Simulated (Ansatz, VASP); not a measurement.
SrO in VASP and in Ansatz

```
Sr O
1.0
     3.93343    0.00000    0.00000
    -1.96671    3.40645    0.00000
     0.00000    0.00000    5.15559
Sr O
2 2
Direct
  0.33333 0.66667 0.93813
  0.66667 0.33333 0.43813
  0.33333 0.66667 0.43687
  0.66667 0.33333 0.93687
```

Change from the starting cell: strain -0.080 along x and y, +0.000 along z, atoms carried along.

Alike in both runs: task single point; functional PBEsol; k mesh 6 × 6 × 6; occupations gaussian, width 0.05 eV; no spin polarisation.

|  | VASP | Ansatz |
| --- | --- | --- |
| version | VASP 6.6.1 | Ansatz 0.2.0 |
| potentials or method | VASP PAW PBE potentials, release 64 (Sr_sv, O), cutoff 520 eV | scalar-relativistic, plane waves, PAW |
| valence electrons in the cell | 32 | 32 |

Ansatz gave:

| Property | Result |
| --- | --- |
| gap on the k mesh at the Fermi level (eV) | 2.84 |
| least direct gap on the mesh (eV) | 3.17 |
| pressure (GPa) | 15.1 |
| traceless stress, the component that is largest in VASP (GPa) | -10.00 |

Which values does VASP return?

gap on the k mesh at the Fermi level (eV): 2.83; least direct gap on the mesh (eV): 3.13; pressure (GPa): 16.2; traceless stress, the component that is largest in VASP (GPa): -10.55.

VASP's potentials were made for PBE, not for PBEsol. The functional is the same, so the differences come from potentials, cutoffs and numerics.
